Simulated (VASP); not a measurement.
Set up this calculation in VASP 6.6.1, as the native input.

```yaml
Task: single point
Functional: PBEsol
Potentials_or_basis: VASP PAW PBE potentials, release 64 (Si, W_sv)
Cutoff: 520 eV
k_mesh: 20 × 20 × 20
Occupations: gaussian, width 0.15 eV
Spin: no spin polarisation
Dipole_correction: no
Further_INCAR_settings: ALGO = Normal; EDIFF = 1e-06; NBANDS = 18
```

The structure of Si2W lies in POSCAR:

```
Si2W
1.0
   -1.6813122702      1.6813122702      3.9078662644
    1.6813122702     -1.6813122702      3.9078662644
    1.6813122702      1.6813122702     -3.9078662644
Si W
2 1
Direct
    0.3344989450      0.3344989450      0.0000000000
    0.6655010550      0.6655010550      0.0000000000
    0.0000000000      0.0000000000      0.0000000000
```

This cell differs from its parent crystal: strain +0.050 along x and y, +0.000 along z.

One way to write it, as run:

INCAR

```
PREC = Accurate
ENCUT = 520
EDIFF = 1E-6
ISMEAR = 0
SIGMA = 0.15
LREAL = False
LASPH = True
NELM = 80
ALGO = Normal
ISIF = 2
LWAVE = False
LCHARG = False
GGA = PS
NBANDS = 18
```

KPOINTS

```
regular mesh
0
Gamma
  20 20 20
```

Potentials or basis: VASP PAW PBE potentials, release 64 (Si, W_sv).

Run with:

```bash
$ cat potpaw_PBE.64/Si/POTCAR potpaw_PBE.64/W_sv/POTCAR > POTCAR
$ mpirun -np 1 vasp_std > vasp.out
```

Results of the run:

```json
{
  "Pressure": "-17.1 GPa",
  "Largest force": "0.170 eV/Å",
  "Band gap on the k mesh": "zero (bands 11 and 12 overlap by 0.87 eV)"
}
```

Caveat: the cell differs from its parent crystal (strain +0.050 along x and y, +0.000 along z); the cell stands under tension; the PAW data sets were made with another functional, which shifts forces and pressure a little; spin-orbit coupling is left out, which moves the levels of the heavy elements.

It took 11 min on 1 thread of Intel Xeon 8259CL, on a shared host, peak memory 0.59 GiB.
